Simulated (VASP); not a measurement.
Set up this calculation in VASP 6.6.1, as the native input.

- Task: single point
- Functional: PBE
- Potentials or basis: VASP PAW PBE potentials, release 64 (Ge_d, Pd)
- Cutoff: 500 eV
- k mesh: 6 × 6 × 6
- Occupations: methfessel-paxton, width 0.05 eV
- Spin: no spin polarisation
- Dipole correction: no
- Further INCAR settings: ALGO = Normal; EDIFF = 1e-06; NBANDS = 34

The structure of Ge3Pd lies in POSCAR:

```
Ge3Pd
1.0
    4.0860428539      0.0000000000      0.0000000000
    0.0000000000      4.0860428539      0.0000000000
    0.0000000000      0.0000000000      4.0860428539
Ge Pd
3 1
Direct
    0.0000000000      0.5000000000      0.5000000000
    0.5000000000      0.0000000000      0.5000000000
    0.5000000000      0.5000000000      0.0000000000
    0.0000000000      0.0000000000      0.0000000000
```

One way to write it, as run:

INCAR

```
PREC = Accurate
ENCUT = 500
EDIFF = 1E-6
ISMEAR = 1
SIGMA = 0.05
LREAL = F
LASPH = T
NELM = 120
ALGO = Normal
ISIF = 2
LWAVE = F
LCHARG = F
GGA = PE
NBANDS = 34
GGA_COMPAT = F
```

KPOINTS

```
Automatic mesh
0
Gamma
  6 6 6
```

Potentials or basis: VASP PAW PBE potentials, release 64 (Ge_d, Pd).

Run with:

```bash
$ cat potpaw_PBE.64/Ge_d/POTCAR potpaw_PBE.64/Pd/POTCAR > POTCAR
$ mpirun -np 1 vasp_std > vasp.out
```

It gave:

```
Pressure               : 4.6 GPa
Band gap on the k mesh : zero (bands 26 and 27 overlap by 1.63 eV)
```

Caveat: the cell stands under pressure.

Wall time 57 s on 1 thread of Intel(R) Xeon(R) Platinum 8259CL CPU @ 2.50GHz (Skylake/Cascade Lake) (shared host), peak memory 0.19 GiB.
